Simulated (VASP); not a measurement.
# Ru (P6_3/mmc) in VASP: further runs

The runs below take Ru through single point, with LDA.

Program: VASP 6.6.1. These are calculated values, not measurements. Logs are shortened: lines on timing, memory, paths and dates and some standing lists are left out, and cuts for length are marked.

**1. The cell of the first run**

The structure is hexagonal, space group P6_3/mmc (No. 194). The conventional cell has a = 2.671 Å, b = 2.671 Å, c = 4.232 Å, α = 90.00°, β = 90.00°, γ = 120.00°. Within 3.5 Å of Ru (site symmetry -6m2) lie 12 Ru at 2.62 to 2.67 Å.

**2. Single point, LDA**

Contents of INCAR:

```
ALGO = Normal
EDIFF = 1E-6
ENCUT = 500
GGA = CA
GGA_COMPAT = False
ISIF = 2
ISMEAR = 1
LASPH = True
LCHARG = False
LREAL = False
LWAVE = False
NBANDS = 21
NELM = 120
PREC = Accurate
SIGMA = 0.1
```

Contents of KPOINTS:

```
k-points
0
Gamma
  9 9 5
```

Contents of POSCAR:

```
Ru
1.0
    2.6713974869      0.0000000000      0.0000000000
   -1.3356987434      2.3134980873      0.0000000000
    0.0000000000      0.0000000000      4.2320369989
Ru
2
Direct
    0.3333333333      0.6666666667      0.2500000000
    0.6666666667      0.3333333333      0.7500000000
```

Potentials or basis: VASP PAW LDA potentials, release 64 (Ru_pv).

Started as:

```bash
> cat potpaw_LDA.64/Ru_pv/POTCAR > POTCAR
> mpirun -np 1 vasp_std > vasp.out
```

OUTCAR:

```text
EDIFF = 1E-6
   ENCUT = 500
   GGA = CA
   ISIF = 2
   ISMEAR = 1
   LASPH = True
   LREAL = False
   NELM = 120
   PREC = Accurate

 ion  position               nearest neighbor table
   1  0.333  0.667  0.250-   2 2.62   2 2.62   2 2.62   2 2.62   2 2.62   2 2.62
   2  0.667  0.333  0.750-   1 2.62   1 2.62   1 2.62   1 2.62   1 2.62   1 2.62

  LATTYP: Found a hexagonal cell.
 ALAT       =     2.6713974869
 C/A-ratio  =     1.5842034065

  Lattice vectors:

 A1 = (   2.6713974869,   0.0000000000,   0.0000000000)
 A2 = (  -1.3356987434,   2.3134980873,   0.0000000000)
 A3 = (   0.0000000000,   0.0000000000,   4.2320369989)

Analysis of symmetry for initial positions (statically):
=====================================================================
 Subroutine PRICEL returns:
 Original cell was already a primitive cell.

 Routine SETGRP: Setting up the symmetry group for a
 hexagonal supercell.

 Subroutine GETGRP returns: Found 24 space group operations
 (whereof 12 operations were pure point group operations)
 out of a pool of 24 trial point group operations.

The static configuration has the point symmetry D_3d.
 The point group associated with its full space group is D_6h.

Analysis of symmetry for dynamics (positions and initial velocities):
=====================================================================
 Subroutine PRICEL returns:
 Original cell was already a primitive cell.

 Routine SETGRP: Setting up the symmetry group for a
 hexagonal supercell.

 Subroutine GETGRP returns: Found 24 space group operations
 (whereof 12 operations were pure point group operations)
 out of a pool of 24 trial point group operations.

The dynamic configuration has the point symmetry D_3d.
 The point group associated with its full space group is D_6h.

 Subroutine INISYM returns: Found 24 space group operations
 (whereof 12 operations are pure point group operations),
 and found     1 'primitive' translations

----------------------------------------------------------------------------------------

                                     Primitive cell

  volume of cell :      26.1551

  direct lattice vectors                    reciprocal lattice vectors
     2.671397487  0.000000000  0.000000000     0.374335907  0.216122936  0.000000000
    -1.335698743  2.313498087  0.000000000     0.000000000  0.432245873  0.000000000
     0.000000000  0.000000000  4.232036999     0.000000000  0.000000000  0.236292830
[... 81 lines left out ...]
   LASPH  =      T    aspherical Exc in radial PAW
   ENCUT  =  500.0 eV  36.75 Ry    6.06 a.u.   4.87  4.87  7.72*2*pi/ulx,y,z
   NELM   =    120;   NELMIN=  2; NELMDL= -5     # of ELM steps
   EDIFF  = 0.1E-05   stopping-criterion for ELM
   LREAL  =      F    real-space projection
   EDIFFG = 0.1E-04   stopping-criterion for IOM
   NSW    =      0    number of steps for IOM
   IBRION =     -1    ionic relax: 0-MD 1-quasi-New 2-CG
   NFREE  =      0    steps in history (QN), initial steepest desc. (CG)
   ISIF   =      2    stress and relaxation
   ISYM   =      2    0-nonsym 1-usesym 2-fastsym
   POTIM  = 0.5000    time-step for ionic-motion
   TEBEG  =    0.0;   TEEND  =   0.0 temperature during run
   PSTRESS=    0.0 pullay stress
   NELECT =      28.0000    total number of electrons
   NUPDOWN=      -1.0000    fix difference up-down
   EMIN   =  10.00;   EMAX   =-10.00  energy-range for DOS
   EFERMI =   0.00;   METHOD = LEGACY
   ISMEAR =     1;   SIGMA  =   0.10  broadening in eV -4-tet -1-fermi 0-gaus
   EFERMI_NEDOS =   21; number of points for ismear=-14 and -15
   IALGO  =     38    algorithm
   IMIX   =      4    mixing-type and parameters
     AMIX     =   0.40;   BMIX     =  1.00
     AMIX_MAG =   1.60;   BMIX_MAG =  1.00
  volume/ion in A,a.u.               =      13.08        88.25
  Fermi-wavevector in a.u.,A,eV,Ry     =   1.674718  3.164759 38.160013  2.804682
  Thomas-Fermi vector in A             =   2.759464
   LORBIT       =      0    0 simple, 1 ext, 2 COOP (PROOUT), +10 PAW based schemes
   GGA     = CA    functional components
   LHFCALC =     F    Hartree Fock is set to
   AEXX    =    0.0000 exact exchange contribution
   IVDW    =     0    specifies the selected vdW correction
   LEPSILON=     F    determine dielectric tensor
   LRPA    =     F    only Hartree local field effects (RPA)
 non-spin polarized calculation
 Methfessel and Paxton  Order N= 1 SIGMA  =   0.10
  energy-cutoff  :      500.00
  volume of cell :       26.16
 maximum number of plane-waves:       687
 NGX is ok and might be reduce to    20
   NGX =  9   NGY =  9   NGZ = 15

 number of electron      27.9999992 magnetization

 Free energy of the ion-electron system (eV)
  ---------------------------------------------------
  ext. energy  EPLUGINS =         0.00000000
  ---------------------------------------------------
  free energy    TOTEN  =       -21.41641206 eV

  energy without entropy =      -21.41641007  energy(sigma->0) =      -21.41641139

 E-fermi :  13.5032     XC(G=0): -14.6136

 val. band max:       13.4848199617   @ k =   0.1111   0.1111   0.4000
 cond. band min:      13.5119135452   @ k =   0.0000   0.0000   0.4000
 fundamental gap:      0.0270935835
 Fermi energy:        13.5031965914

 k-point     1 :       0.0000    0.0000    0.0000
  band No.  band energies     occupation
      1     -30.2087      2.00000
      2     -29.1610      2.00000
      3     -29.1610      2.00000
      4     -28.9684      2.00000
      5     -28.9684      2.00000
      6     -28.8978      2.00000
[... 565 lines left out ...]
     20      23.3140      0.00000
     21      23.3140      0.00000

 [... further k-points ...]

------------------------ aborting loop because EDIFF is reached ----------------------------------------

  FORCE on cell =-STRESS in cart. coord.  units (eV):
  Direction    XX          YY          ZZ          XY          YZ          ZX
  --------------------------------------------------------------------------------------
  -------------------------------------------------------------------------------------
  Total        0.1358846      0.1358846      0.2002002      0.0000000     -0.0000000      0.0000000
  in kB        8.3238427      8.3238427     12.2636005      0.0000000     -0.0000000      0.0000000
  external PRESSURE =       9.6370953 kB  Pullay stress =       0.0000000 kB

 VOLUME and BASIS-vectors are now :
 -----------------------------------------------------------------------------
  energy-cutoff  :      500.00
  volume of cell :       26.16
      direct lattice vectors                 reciprocal lattice vectors
     2.671397487  0.000000000  0.000000000     0.374335907  0.216122936  0.000000000
    -1.335698743  2.313498087  0.000000000     0.000000000  0.432245873  0.000000000
     0.000000000  0.000000000  4.232036999     0.000000000  0.000000000  0.236292830

 POSITION                                       TOTAL-FORCE (eV/Angst)
 -----------------------------------------------------------------------------------
     -0.00000      1.54233      1.05801         0.000000      0.000000      0.000000
      1.33570      0.77117      3.17403        -0.000000      0.000000      0.000000
 -----------------------------------------------------------------------------------
    total drift:                                0.000000     -0.000000      0.000000

  FREE ENERGIE OF THE ION-ELECTRON SYSTEM (eV)
  ---------------------------------------------------
  free  energy   TOTEN  =       -21.4164120576 eV

  energy  without entropy=      -21.4164100660  energy(sigma->0) =      -21.41641139
```

stdout:

```text
POSCAR found type information on POSCAR Ru
 POSCAR found :  1 types and       2 ions
 scaLAPACK will be used
 LDA part: xc-table for (Slater(with rela. corr.)+CA(PZ))
 , standard interpolation
 POSCAR, INCAR and KPOINTS ok, starting setup
 FFT: planning ... GRIDC
 FFT: planning ... GRID_SOFT
 FFT: planning ... GRID
 WAVECAR not read
 entering main loop
```

Wall time 12 s (1 thread of Intel Xeon Platinum 8488C (Sapphire Rapids), shared host); peak memory 0.13 GiB.

What came out:

| Property | Result |
| --- | --- |
| Free energy | -21.4164 eV |
| Pressure | 1.0 GPa |
| Band gap on the k mesh | zero (band 14 reaches 14.95 eV, above the bottom of band 15 at 11.70 eV) |

**3. Single point, LDA**

This run uses another cell than the first one, of 12.88 Å³/atom, 0.985 times its volume.

Contents of INCAR:

```
PREC = Accurate ; ENCUT = 500
EDIFF = 1E-6 ; ISMEAR = 1
SIGMA = 0.1 ; LREAL = F
LASPH = T ; NELM = 120
ALGO = Normal ; ISIF = 2
LWAVE = F ; LCHARG = T
GGA = CA ; LELF = T
LVHAR = T ; NBANDS = 21
GGA_COMPAT = F
```

Contents of KPOINTS:

```
Automatic mesh
0
Gamma
  10 10 5
```

Contents of POSCAR:

```
Ru
1.0
    2.6579731524      0.0000000000      0.0000000000
   -1.3289865762      2.3018722725      0.0000000000
    0.0000000000      0.0000000000      4.2107701224
Ru
2
Direct
    0.3333333333      0.6666666667      0.2500000000
    0.6666666667      0.3333333333      0.7500000000
```

Potentials or basis: VASP PAW LDA potentials, release 64 (Ru_pv).

Started as:

```bash
> cat potpaw_LDA.64/Ru_pv/POTCAR > POTCAR
> mpirun -np 1 vasp_std > vasp.out
```

It took 16 s on 1 thread of Intel Xeon Platinum 8488C (Sapphire Rapids), shared host; peak memory 0.13 GiB.

It converged, with:

```yaml
Free_energy: -21.3667 eV
Pressure: 7.0 GPa
Band_gap_on_the_k_mesh: zero (band 14 reaches 15.29 eV, above the bottom of band 15 at 11.95 eV)
```

Stress tensor (GPa, compression positive):
```
8.73 0.00 0.00
0.00 8.73 0.00
0.00 0.00 3.59
```

Levels at points of the mesh, in eV from the Fermi level:
```
           k point  band 12  band 13  band 14  band 15  band 16  band 17
(0.00, 0.00, 0.00)    -2.14    -2.14    -1.56    -1.56     1.23     1.23
(0.50, 0.00, 0.00)    -1.94    -1.71     1.53     1.99     2.05     4.32
```

**4. Single point, LDA**

Contents of INCAR:

```
ALGO = Normal ; EDIFF = 1E-6
ENCUT = 500 ; GGA = CA
GGA_COMPAT = F ; ISIF = 2
ISMEAR = 1 ; LASPH = T
LCHARG = F ; LREAL = F
LWAVE = F ; NBANDS = 21
NELM = 120 ; PREC = Accurate
SIGMA = 0.1
```

Contents of KPOINTS:

```
k-points
0
Gamma
  10 10 5
```

Contents of POSCAR:

```
Ru
1.0
    2.6713974869      0.0000000000      0.0000000000
   -1.3356987434      2.3134980873      0.0000000000
    0.0000000000      0.0000000000      4.2320369989
Ru
2
Direct
    0.3333333333      0.6666666667      0.2500000000
    0.6666666667      0.3333333333      0.7500000000
```

Potentials or basis: VASP PAW LDA potentials, release 64 (Ru_pv).

Started as:

```bash
> cat potpaw_LDA.64/Ru_pv/POTCAR > POTCAR
> mpirun -np 1 vasp_std > vasp.out
```

OUTCAR:

```text
EDIFF = 1E-6
   ENCUT = 500
   GGA = CA
   ISIF = 2
   ISMEAR = 1
   LASPH = T
   LREAL = F
   NELM = 120
   PREC = Accurate

 ion  position               nearest neighbor table
   1  0.333  0.667  0.250-   2 2.62   2 2.62   2 2.62   2 2.62   2 2.62   2 2.62
   2  0.667  0.333  0.750-   1 2.62   1 2.62   1 2.62   1 2.62   1 2.62   1 2.62

  LATTYP: Found a hexagonal cell.
 ALAT       =     2.6713974869
 C/A-ratio  =     1.5842034065

  Lattice vectors:

 A1 = (   2.6713974869,   0.0000000000,   0.0000000000)
 A2 = (  -1.3356987434,   2.3134980873,   0.0000000000)
 A3 = (   0.0000000000,   0.0000000000,   4.2320369989)

Analysis of symmetry for initial positions (statically):
=====================================================================
 Subroutine PRICEL returns:
 Original cell was already a primitive cell.

 Routine SETGRP: Setting up the symmetry group for a
 hexagonal supercell.

 Subroutine GETGRP returns: Found 24 space group operations
 (whereof 12 operations were pure point group operations)
[... 161 lines left out ...]
  ext. energy  EPLUGINS =         0.00000000
  ---------------------------------------------------
  free energy    TOTEN  =       -21.37698571 eV

  energy without entropy =      -21.37423030  energy(sigma->0) =      -21.37606724

 E-fermi :  13.4591     XC(G=0): -14.6113

 val. band max:       13.4557487956   @ k =   0.1000   0.1000   0.4000
 cond. band min:      13.4614218333   @ k =   0.2000   0.1000   0.2000
 fundamental gap:      0.0056730378
 Fermi energy:        13.4591303833

 k-point     1 :       0.0000    0.0000    0.0000
  band No.  band energies     occupation
      1     -30.2192      2.00000
      2     -29.1291      2.00000
      3     -29.1291      2.00000
      4     -28.9361      2.00000
      5     -28.9361      2.00000
      6     -28.9079      2.00000
[... 565 lines left out ...]
     20      23.3484      0.00000
     21      24.3415      0.00000

 [... further k-points ...]

------------------------ aborting loop because EDIFF is reached ----------------------------------------

  FORCE on cell =-STRESS in cart. coord.  units (eV):
  Direction    XX          YY          ZZ          XY          YZ          ZX
  --------------------------------------------------------------------------------------
  -------------------------------------------------------------------------------------
  Total        0.4783218      0.4783218     -0.3833402      0.0000000      0.0000000      0.0000000
  in kB       29.3004059     29.3004059    -23.4821461      0.0000000      0.0000000      0.0000000
  external PRESSURE =      11.7062219 kB  Pullay stress =       0.0000000 kB

 VOLUME and BASIS-vectors are now :
 -----------------------------------------------------------------------------
  energy-cutoff  :      500.00
  volume of cell :       26.16
      direct lattice vectors                 reciprocal lattice vectors
     2.671397487  0.000000000  0.000000000     0.374335907  0.216122936  0.000000000
    -1.335698743  2.313498087  0.000000000     0.000000000  0.432245873  0.000000000
     0.000000000  0.000000000  4.232036999     0.000000000  0.000000000  0.236292830

 POSITION                                       TOTAL-FORCE (eV/Angst)
 -----------------------------------------------------------------------------------
     -0.00000      1.54233      1.05801         0.000000      0.000000      0.000000
      1.33570      0.77117      3.17403         0.000000      0.000000      0.000000
 -----------------------------------------------------------------------------------
    total drift:                                0.000000     -0.000000      0.000000

  FREE ENERGIE OF THE ION-ELECTRON SYSTEM (eV)
  ---------------------------------------------------
  free  energy   TOTEN  =       -21.3769857139 eV

  energy  without entropy=      -21.3742303030  energy(sigma->0) =      -21.37606724
```

OSZICAR:

```text
N       E                     dE             d eps       ncg     rms          rms(c)
DAV:   1     0.281375717213E+03    0.28138E+03   -0.17164E+04  1764   0.145E+03
DAV:   2    -0.168825998299E+02   -0.29826E+03   -0.28882E+03  1804   0.442E+02
DAV:   3    -0.227908735889E+02   -0.59083E+01   -0.58712E+01  2104   0.697E+01
DAV:   4    -0.228343857130E+02   -0.43512E-01   -0.43464E-01  2158   0.580E+00
DAV:   5    -0.228349187132E+02   -0.53300E-03   -0.52847E-03  2015   0.569E-01    0.201E+01
DAV:   6    -0.214792183930E+02    0.13557E+01   -0.30871E+00  1969   0.168E+01    0.547E+00
DAV:   7    -0.213882638175E+02    0.90955E-01   -0.32981E-01  2039   0.430E+00    0.129E+00
DAV:   8    -0.213769111865E+02    0.11353E-01   -0.18559E-02  1864   0.126E+00    0.107E-01
DAV:   9    -0.213769642785E+02   -0.53092E-04   -0.20746E-04  2059   0.149E-01    0.271E-02
DAV:  10    -0.213769858874E+02   -0.21609E-04   -0.74962E-06  1924   0.254E-02    0.453E-03
DAV:  11    -0.213769857139E+02    0.17349E-06   -0.17785E-06  1333   0.135E-02
   1 F= -.21376986E+02 E0= -.21376067E+02  d E =-.275541E-02
```

stdout:

```text
POSCAR found type information on POSCAR Ru
 POSCAR found :  1 types and       2 ions
 scaLAPACK will be used
 LDA part: xc-table for (Slater(with rela. corr.)+CA(PZ))
 , standard interpolation
 POSCAR, INCAR and KPOINTS ok, starting setup
 FFT: planning ... GRIDC
 FFT: planning ... GRID_SOFT
 FFT: planning ... GRID
 WAVECAR not read
 entering main loop
```

Run time: 11 s. Hardware: 1 thread of Intel Xeon Platinum 8488C (Sapphire Rapids), shared host; peak memory 0.14 GiB.

What came out:

- Free energy: -21.3770 eV
- Pressure: 1.2 GPa
- Band gap on the k mesh: zero (band 14 reaches 14.97 eV, above the bottom of band 15 at 11.70 eV)

Levels at points of the mesh, in eV from the Fermi level:
| k point | band 10 | band 11 | band 12 | band 13 | band 14 | band 15 | band 16 | band 17 | band 18 | band 19 |
| --- | --- | --- | --- | --- | --- | --- | --- | --- | --- | --- |
| (0.00, 0.00, 0.00) | -2.82 | -2.66 | -2.09 | -2.09 | -1.53 | -1.53 | 1.20 | 1.20 | 1.26 | 9.88 |
| (0.50, 0.00, 0.00) | -3.26 | -2.25 | -1.92 | -1.68 | 1.49 | 1.94 | 2.00 | 4.23 | 6.34 | 9.89 |

**5. Single point, LDA**

This run uses another cell than the first one, of 13.27 Å³/atom, 1.015 times its volume.

Contents of INCAR:

```
SYSTEM = Ru
PREC = Accurate ; ENCUT = 500
EDIFF = 1E-6 ; ISMEAR = 1
SIGMA = 0.1 ; LREAL = .FALSE.
LASPH = .TRUE. ; NELM = 120
ALGO = Normal ; ISIF = 2
LWAVE = .FALSE. ; LCHARG = .FALSE.
NBANDS = 21 ; GGA_COMPAT = .FALSE.
```

Contents of KPOINTS:

```
Automatic mesh
0
G
  10 10 5
  0 0 0
```

Contents of POSCAR:

```
Ru
1.0
    2.6846882404      0.0000000000      0.0000000000
   -1.3423441202      2.3250082175      0.0000000000
    0.0000000000      0.0000000000      4.2530922560
Ru
2
Direct
    0.3333333333      0.6666666667      0.2500000000
    0.6666666667      0.3333333333      0.7500000000
```

Started as:

```bash
> cat potpaw_LDA.64/Ru_pv/POTCAR > POTCAR
> mpirun -np 1 vasp_std > vasp.out
```

It took 18 s on 1 thread of Intel Xeon Platinum 8488C (Sapphire Rapids), shared host; peak memory 0.13 GiB.

The run converged. Its results:

| Item | Value |
| --- | --- |
| Free energy | -21.3736 eV |
| Pressure | -4.2 GPa |
| Band gap on the k mesh | zero (band 14 reaches 14.65 eV, above the bottom of band 15 at 11.45 eV) |

Stress tensor (GPa, compression positive):
```
-2.35  0.00  0.00
 0.00 -2.35  0.00
 0.00  0.00 -7.76
```

Levels at points of the mesh, in eV from the Fermi level:
```
           k point  band 12  band 13  band 14  band 15  band 16  band 17
(0.00, 0.00, 0.00)    -2.05    -2.05    -1.49    -1.49     1.18     1.18
(0.50, 0.00, 0.00)    -1.89    -1.65     1.45     1.89     1.95     4.15
```

**6. Summary**

```csv
cell,k mesh,gap on the mesh (eV),pressure (GPa)
"a = 2.671, b = 2.671, c = 4.232 Å, angles 90.0, 90.0, 120.0°, 2 atoms",9 × 9 × 5,none,1.0
"a = 2.658, b = 2.658, c = 4.211 Å, angles 90.0, 90.0, 120.0°, 2 atoms",10 × 10 × 5,none,7.0
"a = 2.671, b = 2.671, c = 4.232 Å, angles 90.0, 90.0, 120.0°, 2 atoms",10 × 10 × 5,none,1.2
"a = 2.685, b = 2.685, c = 4.253 Å, angles 90.0, 90.0, 120.0°, 2 atoms",10 × 10 × 5,none,-4.2
```

Alike in all rows: task single point; level LDA; potentials or basis VASP PAW LDA potentials, release 64 (Ru_pv); no spin polarisation; cutoff (eV) 500; smearing methfessel-paxton 0.1 eV.

Total energies depend on the potentials used, so only differences within one code and one set of settings carry meaning.
